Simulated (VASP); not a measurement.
A run of VASP 6.6.1 is set up as follows.

File INCAR:

```
SYSTEM = MnO
ALGO = Normal ; EDIFF = 1E-7
ENCUT = 520 ; GGA = PE
ISIF = 2 ; ISMEAR = 0
ISPIN = 2 ; LASPH = .True.
LCHARG = .False. ; LDAU = .True.
LDAUJ = 0 0 ; LDAUL = 2 -1
LDAUPRINT = 1 ; LDAUTYPE = 2
LDAUU = 3.9 0 ; LMAXMIX = 4
LORBIT = 11 ; LREAL = .False.
LWAVE = .False. ; MAGMOM = 4.7 -4.7 0 0
NBANDS = 31 ; NELM = 150
PREC = Accurate ; SIGMA = 0.05
```

Contents of KPOINTS:

```
k-points
0
Gamma
  12 12 6
  0 0 0
```

Contents of POSCAR:

```
MnO
1.0
    0.0000000000      2.2707678278      2.2707678278
    2.2707678278      0.0000000000      2.2707678278
    4.4824825230      4.4824825230      0.0590531325
Mn O
2 2
Direct
    0.0000000000      0.0000000000      0.0000000000
    0.0000000000      0.0000000000      0.5000000000
    0.5000000006      0.5000000006      0.2499999991
    0.4999999994      0.4999999994      0.7500000009
```

Potentials or basis: VASP PAW PBE potentials, release 64 (Mn_pv, O).

Command:

```console
$ cat potpaw_PBE.64/Mn_pv/POTCAR potpaw_PBE.64/O/POTCAR > POTCAR
$ mpirun -np 1 vasp_std > vasp.out
```

(1) Predict the site moments.

(2) What does it give for the net moment?

(3) Predict the pressure.

(4) What does it give for the band gap on the k mesh?

Answers

(1) Mn +4.58, -4.58; O +0.00 μB.

(2) 0.00 μB per cell.

(3) -1.7 GPa.

(4) 1.62 eV.
